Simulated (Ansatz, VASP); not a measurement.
# NaCl in VASP and in Ansatz

```xyz
2
Lattice="0.0000 2.8018 2.8018 2.8018 0.0000 2.8018 2.8018 2.8018 0.0000" Properties=species:S:1:pos:R:3 pbc="T T T"
Na    0.0000    0.0000    0.0000
Cl    2.8018    2.8018    2.8018
```

Alike in both runs: task relaxation of cell and atoms; functional LDA; k mesh 8 × 8 × 8; occupations gaussian, width 0.02 eV; no spin polarisation.

```csv
,VASP,Ansatz
version,VASP 6.6.1,Ansatz 0.2.0
potentials or method,"VASP PAW LDA potentials, release 64 (Na_pv, Cl), cutoff 500 eV","scalar-relativistic, plane waves, PAW"
valence electrons in the cell,14,16
```

VASP gave:

| Quantity | Value |
| --- | --- |
| gap on the k mesh at the Fermi level, each at its own relaxed structure (eV) | 5.08 |
| relaxed volume (Å³/atom) | 20.39 |
| relaxed cell length with the largest relative difference (Å) | 3.864 |

Problem. What did Ansatz give for the same quantities?

Solution. gap on the k mesh at the Fermi level, each at its own relaxed structure (eV): 5.08; relaxed volume (Å³/atom): 20.39; relaxed cell length with the largest relative difference (Å): 3.863.

LDA's correlation is that of Perdew and Zunger in VASP and of Perdew and Wang (1992) in Ansatz. VASP's potentials hold 14 valence electrons a cell and Ansatz's 16, so a difference there can come from the potentials and not from the codes.
